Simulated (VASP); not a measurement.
Set up this calculation in VASP 6.6.1, as the native input.

```
Task                   : single point
Functional             : PBEsol
Potentials or basis    : VASP PAW PBE potentials, release 64 (Pb_d, Se)
Cutoff                 : 520 eV
k mesh                 : 5 × 5 × 5
Occupations            : fermi-dirac, width 0.1 eV
Spin                   : no spin polarisation
Dipole correction      : no
Further INCAR settings : ALGO = Normal; EDIFF = 1e-07; NBANDS = 17
```

The structure of PbSe lies in POSCAR:

```
PbSe
1.0
    0.0000000000      3.0474180771      3.0474180771
    3.0474180771      0.0000000000      3.0474180771
    3.0474180771      3.0474180771      0.0000000000
Pb Se
1 1
Direct
    0.0000000000      0.0000000000      0.0000000000
    0.5000000000      0.5000000000      0.5000000000
```

One way to write it, as run:

INCAR

```
ALGO = Normal ; EDIFF = 1E-7
ENCUT = 520 ; GGA = PS
ISIF = 2 ; ISMEAR = -1
LASPH = T ; LCHARG = T
LELF = T ; LREAL = F
LVHAR = T ; LWAVE = F
NBANDS = 17 ; NELM = 100
PREC = Accurate ; SIGMA = 0.1
```

KPOINTS

```
k-points
0
Gamma
  5 5 5
```

Potentials or basis: VASP PAW PBE potentials, release 64 (Pb_d, Se).

The run is started by

```console
$ cat potpaw_PBE.64/Pb_d/POTCAR potpaw_PBE.64/Se/POTCAR > POTCAR
$ mpirun -np 1 vasp_std > vasp.out
```

Results of the run:

The pressure is 0.0 GPa.

Caveat: the PAW data sets were made with another functional, which shifts forces and pressure a little.

Run time: 15 s on 1 thread of AMD EPYC 7R13 (shared host), peak memory 0.15 GiB.
